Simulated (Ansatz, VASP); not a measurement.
# Ru in VASP and in Ansatz

```
CELL_PARAMETERS angstrom
2.62710 0.00000 0.00000
-1.31355 2.27514 0.00000
0.00000 0.00000 2.42660
ATOMIC_POSITIONS crystal
Ru 0.00000 0.00000 0.00000
```

Alike in both runs: functional PBEsol; k mesh 24 × 24 × 22; occupations gaussian, width 0.1 eV; no spin polarisation.

Ansatz relaxed the structure, and its values are those at the end. VASP's run is a single point on that final structure, the one shown.

|  | VASP | Ansatz |
| --- | --- | --- |
| version | VASP 6.6.1 | Ansatz 0.2.0 |
| potentials or method | VASP PAW PBE potentials, release 64 (Ru_pv), cutoff 520 eV | scalar-relativistic, plane waves, PAW |
| valence electrons in the cell | 14 | 16 |

|  | VASP | Ansatz | Ansatz less VASP |
| --- | --- | --- | --- |
| gap on the k mesh at the Fermi level (eV) | none | none | - |
| pressure (GPa) | 0.0 | 0.0 | -0.04 |

VASP's potentials were made for PBE, not for PBEsol. A gap of «none» marks a metal or a gap that the smearing closes. VASP's potentials hold 14 valence electrons a cell and Ansatz's 16, so a difference there can come from the potentials and not from the codes.
